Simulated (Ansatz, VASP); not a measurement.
## HfO2 in VASP and in Ansatz

```xyz
6
Lattice="4.8308 0.0000 0.0000 0.0000 4.8308 0.0000 0.0000 0.0000 3.2102" Properties=species:S:1:pos:R:3 pbc="T T T"
Hf    0.0000    0.0000   -0.1990
Hf    2.4154    2.4154    1.8041
O     0.6688    3.6158    1.5300
O     1.7466    1.2004    0.0751
O     3.0842    3.6304    0.0751
O     4.1619    1.2150    1.5300
```

Change from the starting cell: mode 4 frozen in at -0.199 Å and mode 5 at -0.386 Å (largest displacements).

Alike in both runs: task single point; functional PBEsol; k mesh 6 × 6 × 8; occupations gaussian, width 0.05 eV; no spin polarisation.

|  | VASP | Ansatz |
| --- | --- | --- |
| version | VASP 6.6.1 | Ansatz 0.2.0 |
| potentials or method | VASP PAW PBE potentials, release 64 (Hf_pv, O), cutoff 520 eV | scalar-relativistic, plane waves, PAW |
| valence electrons in the cell | 44 | 76 |

```tsv
	VASP	Ansatz	Ansatz less VASP
gap on the k mesh at the Fermi level (eV)	4.00	4.03	+0.032
least direct gap on the mesh (eV)	4.07	4.07	+0.001
pressure (GPa)	-10.2	-7.7	+2.54
traceless stress, the component that is largest in VASP (GPa)	-1.39	-1.44	-0.051
rms of the force components (eV/Å)	0.557	0.523	-0.0341
```

VASP's potentials were made for PBE, not for PBEsol, and Ansatz warns of the same on its side. Atom by atom the forces differ by 0.043 eV/Å (rms over components). The functional is the same, so the differences come from potentials, cutoffs and numerics. VASP's potentials hold 44 valence electrons a cell and Ansatz's 76, so a difference there can come from the potentials and not from the codes.

Neither program's run includes spin-orbit coupling.
